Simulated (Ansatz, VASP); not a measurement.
**Two plane-wave programs on TiC**

```
CELL_PARAMETERS angstrom
0.00000 2.18101 2.18101
2.18101 0.00000 2.18101
2.18101 2.18101 0.00000
ATOMIC_POSITIONS crystal
Ti 0.00000 0.00000 0.00000
C 0.50000 0.50000 0.50000
```

Alike in both runs: task single point; functional PBE; k mesh 16 × 16 × 16; occupations fermi-dirac, width 0.15 eV; no spin polarisation.

|  | VASP | Ansatz |
| --- | --- | --- |
| version | VASP 6.6.1 | Ansatz 0.2.0 |
| potentials or method | VASP PAW PBE potentials, release 64 (Ti_sv, C), cutoff 520 eV | scalar-relativistic, plane waves, PAW |
| valence electrons in the cell | 16 | 16 |

```csv
,VASP,Ansatz,Ansatz less VASP
gap on the k mesh at the Fermi level (eV),none,none,-
pressure (GPa),-4.6,-4.8,-0.12
```

A gap of «none» marks a metal or a gap that the smearing closes.
